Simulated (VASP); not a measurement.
Write the native input for VASP 6.6.1 that does the following.

| Quantity | Value |
| --- | --- |
| Task | single point |
| Functional | PBEsol |
| Potentials or basis | VASP PAW PBE potentials, release 64 (Pb_d) |
| Cutoff | 520 eV |
| k mesh | 16 × 16 × 16 |
| Occupations | gaussian, width 0.15 eV |
| Spin | no spin polarisation |
| Dipole correction | no |
| Further INCAR settings | ALGO = Fast; EDIFF = 1e-07; NBANDS = 13 |

The structure of Pb lies in POSCAR:

```
Pb
1.0
    0.0000000000      2.5685920000      2.6673840000
    2.5685920000      0.0000000000      2.6673840000
    2.5685920000      2.5685920000      0.0000000000
Pb
1
Direct
    0.0000000000      0.0000000000      0.0000000000
```

This cell differs from its parent crystal: strain +0.040 along x and y, +0.080 along z.

One way to write it, as run:

INCAR

```
SYSTEM = Pb
PREC = Accurate
ENCUT = 520
EDIFF = 1E-7
ISMEAR = 0
SIGMA = 0.15
LREAL = .FALSE.
LASPH = .TRUE.
NELM = 100
ALGO = Fast
ISIF = 2
LWAVE = .FALSE.
LCHARG = .FALSE.
GGA = PS
NBANDS = 13
```

KPOINTS

```
Automatic mesh
0
G
  16 16 16
  0 0 0
```

Potentials or basis: VASP PAW PBE potentials, release 64 (Pb_d).

Launch:

```console
$ cat potpaw_PBE.64/Pb_d/POTCAR > POTCAR
$ mpirun -np 1 vasp_std > vasp.out
```

It gave:

```yaml
Pressure: -5.2 GPa
Band_gap_on_the_k_mesh: zero (bands 7 and 8 overlap by 7.78 eV)
```

Caveat: the cell differs from its parent crystal (strain +0.040 along x and y, +0.080 along z); the cell stands under tension; the PAW data sets were made with another functional, which shifts forces and pressure a little; spin-orbit coupling is left out, which moves the levels of the heavy elements.

Run time: 73 s on 1 thread of Intel(R) Xeon(R) 6975P-C (Granite Rapids), with other jobs on the host, peak memory 0.26 GiB.
